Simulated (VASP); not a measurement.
Write the native input for VASP 6.6.1 that does the following.

```
Task                   : relaxation of cell and atoms
Functional             : PBEsol
Dispersion             : D3(BJ)
Potentials or basis    : VASP PAW PBE potentials, release 64 (Mg, S)
Cutoff                 : 600 eV
k mesh                 : 6 × 6 × 6
Occupations            : gaussian, width 0.01 eV
Spin                   : no spin polarisation
Dipole correction      : no
Further INCAR settings : ALGO = Normal; EDIFF = 1e-07; IBRION = 2; EDIFFG = -0.03; NSW = 80; ISIF = 3
```

The structure of MgS lies in POSCAR:

```
MgS
1.0
    0.0000000000      2.8331200000      2.8331200000
    2.8331200000      0.0000000000      2.8331200000
    2.8331200000      2.8331200000      0.0000000000
Mg S
1 1
Direct
    0.0000000000      0.0000000000      0.0000000000
    0.7500000000      0.7500000000      0.7500000000
```

One way to write it, as run:

INCAR

```
PREC = Accurate ; ENCUT = 600
EDIFF = 1E-7 ; ISMEAR = 0
SIGMA = 0.01 ; LREAL = F
LASPH = T ; NELM = 100
ALGO = Normal ; ISIF = 3
LWAVE = F ; LCHARG = F
GGA = PS ; IVDW = 12
IBRION = 2 ; NSW = 80
EDIFFG = -0.03
```

KPOINTS

```
Automatic mesh
0
Gamma
  6 6 6
```

Potentials or basis: VASP PAW PBE potentials, release 64 (Mg, S).

The run is started by

```console
$ cat potpaw_PBE.64/Mg/POTCAR potpaw_PBE.64/S/POTCAR > POTCAR
$ mpirun -np 1 vasp_std > vasp.out
```

Results of the run:

The relaxed volume is 21.91 Å³/atom, the relaxed cell is a = 3.957 Å, b = 3.957 Å, c = 3.957 Å, α = 60.00°, β = 60.00°, γ = 60.00° and the space group after relaxing (to 0.05 Å) is F-43m (No. 216). The energy gained by relaxing is 5.8 meV/atom, the ionic steps are 3 and the pressure after relaxing is 0.0 GPa. The band gap on the k mesh is 3.47 eV, direct and the dispersion energy per atom is -0.244 eV.

Caveat: the PAW data sets were made with another functional, which shifts forces and pressure a little.

Wall time 20 s on 1 thread of Intel Xeon 6975P-C, with other jobs on the host, peak memory 0.19 GiB.
